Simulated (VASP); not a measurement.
Set up this calculation in VASP 6.6.1, as the native input.

- Task: single point
- Functional: PBE
- Potentials or basis: VASP PAW PBE potentials, release 64 (Ta_pv, N)
- Cutoff: 520 eV
- k mesh: 10 × 10 × 10
- Occupations: gaussian, width 0.013 eV
- Spin: no spin polarisation
- Dipole correction: no
- Further INCAR settings: ALGO = Normal; EDIFF = 1e-06; NBANDS = 15

The structure of TaN lies in POSCAR:

```
TaN
1.0
    0.0000000000      2.2113230000      2.2113230000
    2.2113230000      0.0000000000      2.2113230000
    2.2113230000      2.2113230000      0.0000000000
Ta N
1 1
Direct
    0.5000000000      0.5000000000      0.5000000000
    0.0000000000      0.0000000000      0.0000000000
```

One way to write it, as run:

INCAR

```
SYSTEM = TaN
ALGO = Normal
EDIFF = 1E-6
ENCUT = 520
GGA = PE
ISIF = 2
ISMEAR = 0
LASPH = .TRUE.
LCHARG = .TRUE.
LELF = .TRUE.
LREAL = .FALSE.
LVHAR = .TRUE.
LWAVE = .FALSE.
NBANDS = 15
NELM = 60
PREC = Accurate
SIGMA = 0.013000000000000001
```

KPOINTS

```
k-points
0
G
  10 10 10
  0 0 0
```

Potentials or basis: VASP PAW PBE potentials, release 64 (Ta_pv, N).

Launch:

```console
$ cat potpaw_PBE.64/Ta_pv/POTCAR potpaw_PBE.64/N/POTCAR > POTCAR
$ mpirun -np 1 vasp_std > vasp.out
```

Results of the run:

- Pressure: -0.6 GPa
- Band gap on the k mesh: zero (band 8 reaches 11.20 eV, above the bottom of band 9 at 7.29 eV)

Caveat: spin-orbit coupling is left out, which moves the levels of the heavy elements.

Run time: 15 s on 1 thread of AMD EPYC 7R13 Processor (Zen 3) (shared host), peak memory 0.12 GiB.
